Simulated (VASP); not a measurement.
# TaN (P4/nmm) in VASP: further runs

TaN is run at these levels: PBE, LDA, LDA+U; tasks: single point, relaxation of cell and atoms.

Everything below comes from runs of VASP 6.6.1. Logs are shortened: lines on timing, memory, paths and dates and some standing lists are left out, and cuts for length are marked.

## Step 1: The cell of the first run

The structure is tetragonal, space group P4/nmm (No. 129). Conventional cell: a = 3.444 Å, b = 3.444 Å, c = 5.042 Å, α = 90.00°, β = 90.00°, γ = 90.00°. Ta (site symmetry -4m2) has 4 N at 2.19 Å and 4 Ta at 2.44 Å within 2.9 Å. N (site symmetry 4mm) has 4 Ta at 2.19 Å within 2.9 Å.

## Step 2: Single point, PBE

The input, INCAR:

```
SYSTEM = TaN
ALGO = Normal ; EDIFF = 1E-6
ENCUT = 520 ; GGA = PE
ISIF = 2 ; ISMEAR = -1
LASPH = .TRUE. ; LCHARG = .FALSE.
LREAL = .FALSE. ; LWAVE = .FALSE.
NBANDS = 24 ; NELM = 80
PREC = Accurate ; SIGMA = 0.05
```

The input, KPOINTS:

```
k-points
0
G
  8 8 6
  0 0 0
```

The input, POSCAR:

```
TaN
1.0
    3.4438523582      0.0000000000      0.0000000000
    0.0000000000      3.4438523582      0.0000000000
    0.0000000000      0.0000000000      5.0424575650
Ta N
2 2
Direct
    0.0000000000      0.0000000000      0.0000000000
    0.5000000000      0.5000000000      0.0000000000
    0.5000000000      0.0000000000      0.2670000000
    0.0000000000      0.5000000000      0.7330000000
```

Potentials or basis: VASP PAW PBE potentials, release 64 (Ta_pv, N).

The run is started by

```sh
$ cat potpaw_PBE.64/Ta_pv/POTCAR potpaw_PBE.64/N/POTCAR > POTCAR
$ mpirun -np 1 vasp_std > vasp.out
```

OUTCAR:

```text
SYSTEM = TaN
   EDIFF = 1E-6
   ENCUT = 520
   GGA = PE
   ISIF = 2
   ISMEAR = -1
   LASPH = .TRUE.
   LREAL = .FALSE.
   NELM = 80
   PREC = Accurate

 ion  position               nearest neighbor table
   1  0.000  0.000  0.000-   3 2.19   4 2.19   4 2.19   3 2.19   2 2.44   2 2.44   2 2.44   2 2.44

   2  0.500  0.500  0.000-   3 2.19   4 2.19   3 2.19   4 2.19   1 2.44   1 2.44   1 2.44   1 2.44

   3  0.500  0.000  0.267-   1 2.19   2 2.19   2 2.19   1 2.19
   4  0.000  0.500  0.733-   1 2.19   2 2.19   1 2.19   2 2.19

  LATTYP: Found a simple tetragonal cell.
 ALAT       =     3.4438523582
 C/A-ratio  =     1.4641909816

  Lattice vectors:

 A1 = (   3.4438523582,   0.0000000000,   0.0000000000)
 A2 = (   0.0000000000,   3.4438523582,   0.0000000000)
 A3 = (   0.0000000000,   0.0000000000,   5.0424575650)

Analysis of symmetry for initial positions (statically):
=====================================================================
 Subroutine PRICEL returns:
 Original cell was already a primitive cell.

 Routine SETGRP: Setting up the symmetry group for a
 simple tetragonal supercell.

 Subroutine GETGRP returns: Found 16 space group operations
 (whereof  8 operations were pure point group operations)
 out of a pool of 16 trial point group operations.

The static configuration has the point symmetry D_2d.
 The point group associated with its full space group is D_4h.

Analysis of symmetry for dynamics (positions and initial velocities):
=====================================================================
 Subroutine PRICEL returns:
 Original cell was already a primitive cell.

 Routine SETGRP: Setting up the symmetry group for a
 simple tetragonal supercell.

 Subroutine GETGRP returns: Found 16 space group operations
 (whereof  8 operations were pure point group operations)
 out of a pool of 16 trial point group operations.

The dynamic configuration has the point symmetry D_2d.
 The point group associated with its full space group is D_4h.

 Subroutine INISYM returns: Found 16 space group operations
 (whereof  8 operations are pure point group operations),
 and found     1 'primitive' translations

----------------------------------------------------------------------------------------

                                     Primitive cell

  volume of cell :      59.8041

  direct lattice vectors                    reciprocal lattice vectors
     3.443852358  0.000000000  0.000000000     0.290372495  0.000000000  0.000000000
     0.000000000  3.443852358  0.000000000     0.000000000  0.290372495  0.000000000
     0.000000000  0.000000000  5.042457565     0.000000000  0.000000000  0.198315997

  length of vectors
     3.443852358  3.443852358  5.042457565     0.290372495  0.290372495  0.198315997

  position of ions in fractional coordinates (direct lattice)
     0.000000000  0.000000000  0.000000000
     0.500000000  0.500000000  0.000000000
     0.500000000  0.000000000  0.267000000
     0.000000000  0.500000000  0.733000000

  ion indices of the primitive-cell ions
   primitive index   ion index
                 1           1
                 2           2
                 3           3
                 4           4

----------------------------------------------------------------------------------------

 KPOINTS: k-points

Automatic generation of k-mesh.
 Grid dimensions read from file:
 generate k-points for:    8    8    6

 Generating k-lattice:

  Cartesian coordinates                     Fractional coordinates (reciprocal lattice)
     0.036296562  0.000000000  0.000000000     0.125000000  0.000000000  0.000000000
     0.000000000  0.036296562  0.000000000     0.000000000  0.125000000  0.000000000
     0.000000000  0.000000000  0.033052666     0.000000000  0.000000000  0.166666667

  Length of vectors
     0.036296562  0.036296562  0.033052666

  Shift w.r.t. Gamma in fractional coordinates (k-lattice)
     0.000000000  0.000000000  0.000000000

 Subroutine IBZKPT returns following result:
 ===========================================

 Found     60 irreducible k-points:

 Following reciprocal coordinates:
            Coordinates               Weight
  0.000000  0.000000  0.000000      1.000000
  0.125000  0.000000  0.000000      4.000000
  0.250000  0.000000  0.000000      4.000000
  0.375000  0.000000  0.000000      4.000000
  0.500000  0.000000  0.000000      2.000000
  0.125000  0.125000  0.000000      4.000000
[... 16 lines left out ...]
  0.375000  0.125000  0.166667     16.000000
  0.500000  0.125000  0.166667      8.000000
 [... further k-points ...]
   k-points           NKPTS =     60   k-points in BZ     NKDIM =     60   number of bands    NBANDS=     24
   number of dos      NEDOS =    301   number of ions     NIONS =      4
   total plane-waves  NPLWV =  31360
   dimension x,y,z NGX =    28 NGY =   28 NGZ =   40
   dimension x,y,z NGXF=    56 NGYF=   56 NGZF=   80
   ions per type =               2   2
   NGX,Y,Z   is equivalent  to a cutoff of  13.52, 13.52, 13.19 a.u.
   NGXF,Y,Z  is equivalent  to a cutoff of  27.03, 27.03, 26.38 a.u.
 SYSTEM =  TaN
   PREC   = accura    normal or accurate (medium, high low for compatibility)
   ISTART =      0    job   : 0-new  1-cont  2-samecut
   ICHARG =      2    charge: 1-file 2-atom 10-const
   ISPIN  =      1    spin polarized calculation?
   LNONCOLLINEAR =      F non collinear calculations
   LSORBIT =      F    spin-orbit coupling
   LASPH  =      T    aspherical Exc in radial PAW
   ENCUT  =  520.0 eV  38.22 Ry    6.18 a.u.   6.40  6.40  9.38*2*pi/ulx,y,z
   NELM   =     80;   NELMIN=  2; NELMDL= -5     # of ELM steps
   EDIFF  = 0.1E-05   stopping-criterion for ELM
   LREAL  =      F    real-space projection
   EDIFFG = 0.1E-04   stopping-criterion for IOM
   NSW    =      0    number of steps for IOM
   IBRION =     -1    ionic relax: 0-MD 1-quasi-New 2-CG
   NFREE  =      0    steps in history (QN), initial steepest desc. (CG)
   ISIF   =      2    stress and relaxation
   ISYM   =      2    0-nonsym 1-usesym 2-fastsym
   POTIM  = 0.5000    time-step for ionic-motion
   TEBEG  =    0.0;   TEEND  =   0.0 temperature during run
   PSTRESS=    0.0 pullay stress
   NELECT =      32.0000    total number of electrons
   NUPDOWN=      -1.0000    fix difference up-down
   EMIN   =  10.00;   EMAX   =-10.00  energy-range for DOS
   EFERMI =   0.00;   METHOD = LEGACY
   ISMEAR =    -1;   SIGMA  =   0.05  broadening in eV -4-tet -1-fermi 0-gaus
   EFERMI_NEDOS =   21; number of points for ismear=-14 and -15
   IALGO  =     38    algorithm
   IMIX   =      4    mixing-type and parameters
     AMIX     =   0.40;   BMIX     =  1.00
     AMIX_MAG =   1.60;   BMIX_MAG =  1.00
  volume/ion in A,a.u.               =      14.95       100.89
  Fermi-wavevector in a.u.,A,eV,Ry     =   1.329070  2.511577 24.033685  1.766426
  Thomas-Fermi vector in A             =   2.458260
   LORBIT       =      0    0 simple, 1 ext, 2 COOP (PROOUT), +10 PAW based schemes
   GGA     = PE    functional components
   LHFCALC =     F    Hartree Fock is set to
   AEXX    =    0.0000 exact exchange contribution
   IVDW    =     0    specifies the selected vdW correction
   LEPSILON=     F    determine dielectric tensor
   LRPA    =     F    only Hartree local field effects (RPA)
 non-spin polarized calculation
  energy-cutoff  :      520.00
  volume of cell :       59.80
 maximum number of plane-waves:      1628
 NGX is ok and might be reduce to    28
   NGX = 13   NGY = 13   NGZ = 19

 number of electron      31.9999998 magnetization

 Free energy of the ion-electron system (eV)
  ---------------------------------------------------
  ext. energy  EPLUGINS =         0.00000000
  ---------------------------------------------------
  free energy    TOTEN  =       -36.51494418 eV

  energy without entropy =      -36.49226438  energy(sigma->0) =      -36.50360428

 E-fermi :   3.4249     XC(G=0): -10.8685

 val. band max:        3.3974249988   @ k =   0.3750   0.3750   0.1667
 cond. band min:       3.4378246694   @ k =   0.3750   0.3750   0.0000
 fundamental gap:      0.0403996706
 Fermi energy:         3.4249330818

 k-point     1 :       0.0000    0.0000    0.0000
  band No.  band energies     occupation
      1     -32.0215      2.00000
      2     -32.0215      2.00000
      3     -31.0864      2.00000
      4     -30.1910      2.00000
      5     -29.3970      2.00000
      6     -29.3970      2.00000
[... 16 lines left out ...]
     23       9.5215      0.00000
     24      12.1821      0.00000

 k-point     2 :       0.1250    0.0000    0.0000
  band No.  band energies     occupation
      1     -31.9567      2.00000
      2     -31.9362      2.00000
      3     -31.0505      2.00000
      4     -30.2234      2.00000
      5     -29.5435      2.00000
      6     -29.5159      2.00000
[... 16 lines left out ...]
     23       9.7340      0.00000
     24      11.7534      0.00000

 k-point     3 :       0.2500    0.0000    0.0000
  band No.  band energies     occupation
      1     -31.7600      2.00000
      2     -31.6885      2.00000
      3     -30.9489      2.00000
      4     -30.3172      2.00000
      5     -29.9325      2.00000
      6     -29.8439      2.00000
[... 16 lines left out ...]
     23       9.7592      0.00000
     24      10.8171      0.00000

 k-point     4 :       0.3750    0.0000    0.0000
  band No.  band energies     occupation
      1     -31.4300      2.00000
      2     -31.3028      2.00000
      3     -30.7987      2.00000
      4     -30.4845      2.00000
      5     -30.4240      2.00000
      6     -30.3086      2.00000
[... 16 lines left out ...]
     23       9.5887      0.00000
     24       9.5909      0.00000

 k-point     5 :       0.5000    0.0000    0.0000
  band No.  band energies     occupation
      1     -30.9810      2.00000
      2     -30.9810      2.00000
      3     -30.8219      2.00000
      4     -30.8219      2.00000
      5     -30.6238      2.00000
      6     -30.6238      2.00000
[... 451 lines left out ...]
 k-point    22 :       0.2500    0.1250    0.1667
  band No.  band energies     occupation
      1     -32.1021      2.00000
      2     -31.2239      2.00000
      3     -30.9224      2.00000
      4     -30.4922      2.00000
      5     -30.3371      2.00000
      6     -29.4387      2.00000
[... 16 lines left out ...]
     23       9.2536      0.00000
     24      10.5711      0.00000

 k-point    23 :       0.3750    0.1250    0.1667
  band No.  band energies     occupation
      1     -31.9184      2.00000
      2     -31.0647      2.00000
      3     -30.7894      2.00000
      4     -30.7241      2.00000
      5     -30.4668      2.00000
      6     -29.7546      2.00000
[... 16 lines left out ...]
     23       9.3382      0.00000
     24       9.9844      0.00000

 k-point    24 :       0.5000    0.1250    0.1667
  band No.  band energies     occupation
      1     -31.5619      2.00000
      2     -31.5619      2.00000
      3     -30.6240      2.00000
      4     -30.6240      2.00000
      5     -30.2145      2.00000
      6     -30.2145      2.00000
[... 16 lines left out ...]
     23       9.6376      0.00000
     24       9.6376      0.00000

 [... further k-points ...]
[... 5 lines left out ...]
  --------------------------------------------------------------------------------------
  -------------------------------------------------------------------------------------
  Total       19.9211103     19.9211103     -8.4695517      0.0000000      0.0000000      0.0000000
  in kB      533.6946149    533.6946149   -226.9027209      0.0000000      0.0000000      0.0000000
  external PRESSURE =     280.1621697 kB  Pullay stress =       0.0000000 kB

 VOLUME and BASIS-vectors are now :
 -----------------------------------------------------------------------------
  energy-cutoff  :      520.00
  volume of cell :       59.80
      direct lattice vectors                 reciprocal lattice vectors
     3.443852358  0.000000000  0.000000000     0.290372495  0.000000000  0.000000000
     0.000000000  3.443852358  0.000000000     0.000000000  0.290372495  0.000000000
     0.000000000  0.000000000  5.042457565     0.000000000  0.000000000  0.198315997

 POSITION                                       TOTAL-FORCE (eV/Angst)
 -----------------------------------------------------------------------------------
      0.00000      0.00000      0.00000         0.000000      0.000000      0.000000
      1.72193      1.72193      0.00000         0.000000     -0.000000      0.000000
      1.72193      0.00000      1.34634         0.000000      0.000000     -3.273237
      0.00000      1.72193      3.69612        -0.000000     -0.000000      3.273237
 -----------------------------------------------------------------------------------
    total drift:                                0.000000      0.000000     -0.000000

  FREE ENERGIE OF THE ION-ELECTRON SYSTEM (eV)
  ---------------------------------------------------
  free  energy   TOTEN  =       -36.5149441815 eV

  energy  without entropy=      -36.4922643845  energy(sigma->0) =      -36.50360428
```

Run time: 32 s. Hardware: 1 thread of Intel Xeon 6975P-C (Granite Rapids), shared host; peak memory 0.22 GiB.

Results:

| Property | Result |
| --- | --- |
| Free energy | -36.5149 eV |
| Pressure | 28.0 GPa |
| Largest force | 3.273 eV/Å |
| Band gap on the k mesh | zero (band 16 reaches 4.74 eV, above the bottom of band 17 at 2.75 eV) |

Forces in eV/Å, atoms in the order of the input:
```
Ta   0.000  0.000  0.000
Ta   0.000  0.000  0.000
N    0.000  0.000 -3.273
N    0.000  0.000  3.273
```

Caveat: spin-orbit coupling is left out, which moves the levels of the heavy elements; forces of over 1 eV/Å act on the atoms, so gaps and moduli don't describe the material at rest.

## Step 3: Single point, PBE

This run uses another cell than the first one, of 15.24 Å³/atom, 1.019 times its volume.

The input, INCAR:

```
SYSTEM = TaN
PREC = Accurate
ENCUT = 520
EDIFF = 1E-6
ISMEAR = -1
SIGMA = 0.05
LREAL = .FALSE.
LASPH = .TRUE.
NELM = 100
ALGO = Normal
ISIF = 2
LWAVE = .FALSE.
LCHARG = .FALSE.
GGA = PE
NBANDS = 24
```

The input, KPOINTS:

```
Automatic mesh
0
G
  8 8 6
  0 0 0
```

The input, POSCAR:

```
TaN
1.0
    3.4657883150      0.0000000000      0.0000000000
    0.0000000000      3.4657883150      0.0000000000
    0.0000000000      0.0000000000      5.0745759951
Ta N
2 2
Direct
    0.0000000000      0.0000000000      0.0000000000
    0.5000000000      0.5000000000      0.0000000000
    0.5000000000      0.0000000000      0.2670000000
    0.0000000000      0.5000000000      0.7330000000
```

Potentials or basis: VASP PAW PBE potentials, release 64 (Ta_pv, N).

The run is started by

```sh
$ cat potpaw_PBE.64/Ta_pv/POTCAR potpaw_PBE.64/N/POTCAR > POTCAR
$ mpirun -np 1 vasp_std > vasp.out
```

OUTCAR:

```text
SYSTEM = TaN
   PREC = Accurate
   ENCUT = 520
   EDIFF = 1E-6
   ISMEAR = -1
   LREAL = .FALSE.
   LASPH = .TRUE.
   NELM = 100
   ISIF = 2
   GGA = PE

 ion  position               nearest neighbor table
   1  0.000  0.000  0.000-   3 2.20   4 2.20   4 2.20   3 2.20   2 2.45   2 2.45   2 2.45   2 2.45

   2  0.500  0.500  0.000-   3 2.20   4 2.20   3 2.20   4 2.20   1 2.45   1 2.45   1 2.45   1 2.45

   3  0.500  0.000  0.267-   1 2.20   2 2.20   2 2.20   1 2.20
   4  0.000  0.500  0.733-   1 2.20   2 2.20   1 2.20   2 2.20

  LATTYP: Found a simple tetragonal cell.
 ALAT       =     3.4657883150
 C/A-ratio  =     1.4641909816

  Lattice vectors:

 A1 = (   3.4657883150,   0.0000000000,   0.0000000000)
 A2 = (   0.0000000000,   3.4657883150,   0.0000000000)
 A3 = (   0.0000000000,   0.0000000000,   5.0745759951)

Analysis of symmetry for initial positions (statically):
=====================================================================
 Subroutine PRICEL returns:
 Original cell was already a primitive cell.

 Routine SETGRP: Setting up the symmetry group for a
 simple tetragonal supercell.

 Subroutine GETGRP returns: Found 16 space group operations
 (whereof  8 operations were pure point group operations)
[... 166 lines left out ...]
  free energy    TOTEN  =       -36.69917100 eV

  energy without entropy =      -36.67666166  energy(sigma->0) =      -36.68791633

 E-fermi :   3.2824     XC(G=0): -10.7754

 val. band max:        3.2659162183   @ k =   0.3750   0.3750   0.0000
 cond. band min:       3.2889285164   @ k =   0.2500   0.2500   0.5000
 fundamental gap:      0.0230122981
 Fermi energy:         3.2824285956

 k-point     1 :       0.0000    0.0000    0.0000
  band No.  band energies     occupation
      1     -32.1130      2.00000
      2     -32.1130      2.00000
      3     -31.2325      2.00000
      4     -30.3911      2.00000
      5     -29.6128      2.00000
      6     -29.6128      2.00000
[... 637 lines left out ...]
     23       9.3679      0.00000
     24       9.3679      0.00000

 [... further k-points ...]
[... 5 lines left out ...]
  --------------------------------------------------------------------------------------
  -------------------------------------------------------------------------------------
  Total       17.9275222     17.9275222     -9.3559591      0.0000000      0.0000000      0.0000000
  in kB      471.2235908    471.2235908   -245.9206914      0.0000000      0.0000000      0.0000000
  external PRESSURE =     232.1754968 kB  Pullay stress =       0.0000000 kB

 VOLUME and BASIS-vectors are now :
 -----------------------------------------------------------------------------
  energy-cutoff  :      520.00
  volume of cell :       60.95
      direct lattice vectors                 reciprocal lattice vectors
     3.465788315  0.000000000  0.000000000     0.288534645  0.000000000  0.000000000
     0.000000000  3.465788315  0.000000000     0.000000000  0.288534645  0.000000000
     0.000000000  0.000000000  5.074575995     0.000000000  0.000000000  0.197060799

 POSITION                                       TOTAL-FORCE (eV/Angst)
 -----------------------------------------------------------------------------------
      0.00000      0.00000      0.00000         0.000000     -0.000000      0.000000
      1.73289      1.73289      0.00000         0.000000      0.000000      0.000000
      1.73289      0.00000      1.35491         0.000000      0.000000     -3.564656
      0.00000      1.73289      3.71966        -0.000000      0.000000      3.564656
 -----------------------------------------------------------------------------------
    total drift:                                0.000000      0.000000     -0.000000

  FREE ENERGIE OF THE ION-ELECTRON SYSTEM (eV)
  ---------------------------------------------------
  free  energy   TOTEN  =       -36.6991709982 eV

  energy  without entropy=      -36.6766616637  energy(sigma->0) =      -36.68791633
```

Run time: 32 s. Hardware: 1 thread of Intel Xeon 6975P-C (Granite Rapids), shared host; peak memory 0.22 GiB.

Results:

```yaml
Free_energy: -36.6992 eV
Pressure: 23.2 GPa
Largest_force: 3.565 eV/Å
Band_gap_on_the_k_mesh: zero (band 16 reaches 4.57 eV, above the bottom of band 17 at 2.62 eV)
```

Forces in eV/Å, atoms in the order of the input:
```
Ta   0.000  0.000  0.000
Ta   0.000  0.000  0.000
N    0.000  0.000 -3.565
N    0.000  0.000  3.565
```

Caveat: spin-orbit coupling is left out, which moves the levels of the heavy elements; forces of over 1 eV/Å act on the atoms, so gaps and moduli don't describe the material at rest.

(Part 1 of 2 ends here.)
